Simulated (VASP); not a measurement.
Runs of VASP 6.6.1 on SnSe. The structure is that of space group Fm-3m (No. 225), or close to it. The cells are those of the table. 

```csv
task,level,cell,k mesh,cutoff (eV),smearing,gap on the mesh (eV),pressure (GPa),relaxed volume (Å³/atom)
relaxation of cell and atoms,PBE+D4,"relaxed from a = 4.215 Å, angles 60.0°, 2 atoms",6 × 6 × 6,600,fermi-dirac 0.02 eV,0.72,0.0,26.44
single point,PBE,"a = 4.221 Å, angles 60.0°, 2 atoms",4 × 4 × 4,520,gaussian 0.01 eV,(b),0.9,-
single point,PBE+D4,"a = 4.212 Å, angles 60.0°, 2 atoms",6 × 6 × 6,520,fermi-dirac 0.02 eV,0.72,0.0,-
single point,r2SCAN,"a = 4.221 Å, angles 60.0°, 2 atoms",8 × 8 × 8,520,gaussian 0.01 eV,0.57,(a),-
relaxation of cell and atoms,r2SCAN+rVV10,"relaxed from a = 4.215 Å, angles 60.0°, 2 atoms",6 × 6 × 6,600,fermi-dirac 0.02 eV,0.59,0.0,26.67
```

Alike in all rows: potentials or basis VASP PAW PBE potentials, release 64 (Sn_d, Se); no spin polarisation.

Q: Fill in the values left out.

A: (a) 1.3; (b) 0.68.

Caveats: some runs use coarse meshes; spin-orbit coupling is left out, which moves the levels of the heavy elements; the PAW data sets were made with another functional, which shifts forces and pressure a little (some runs).

A k mesh can miss the band edges, and the runs leave out spin-orbit coupling on Se, Sn.
